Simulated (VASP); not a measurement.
Input of a VASP 6.6.1 run:

The input INCAR:

```
SYSTEM = Te
  PREC = Accurate
  ENCUT = 600
  EDIFF = 1E-6
  ISMEAR = -1
  SIGMA = 0.05
  LREAL = .False.
  LASPH = .True.
  NELM = 80
  ALGO = Normal
  ISIF = 3
  LWAVE = .False.
  LCHARG = .False.
  GGA = PE
  IBRION = 2
  NSW = 60
  EDIFFG = -0.01
  PSTRESS = 200.0
```

KPOINTS

```
Automatic mesh
0
Gamma
  7 7 5
  0 0 0
```

Contents of POSCAR:

```
Te
1.0
    4.4540000000      0.0000000000      0.0000000000
   -2.2270000000      3.8572771485      0.0000000000
    0.0000000000      0.0000000000      5.9240000000
Te
3
Direct
    0.7310000000      0.7310000000      0.0000000000
    0.0000000000      0.2690000000      0.6666666667
    0.2690000000      0.0000000000      0.3333333333
```

Potentials or basis: VASP PAW PBE potentials, release 64 (Te).

The run is started by

```console
$ cat potpaw_PBE.64/Te/POTCAR > POTCAR
$ mpirun -np 1 vasp_std > vasp.out
```

Predict the relaxed cell.

a = 3.542 Å, b = 3.542 Å, c = 6.586 Å, α = 90.00°, β = 90.00°, γ = 120.00°.

What does it give for the band gap on the k mesh?

Zero (bands 9 and 10 overlap by 3.37 eV).

Final structure:
```
Te
1.0
     3.54216    0.00000    0.00000
    -1.77108    3.06760    0.00000
     0.00000    0.00000    6.58556
Te
3
Direct
  0.66651 0.66651 0.00000
  0.00000 0.33349 0.66667
  0.33349 0.00000 0.33333
```

Caveat: the cell is relaxed towards a set pressure, so the run minimises the enthalpy, not the energy; spin-orbit coupling is left out, which moves the levels of the heavy elements.
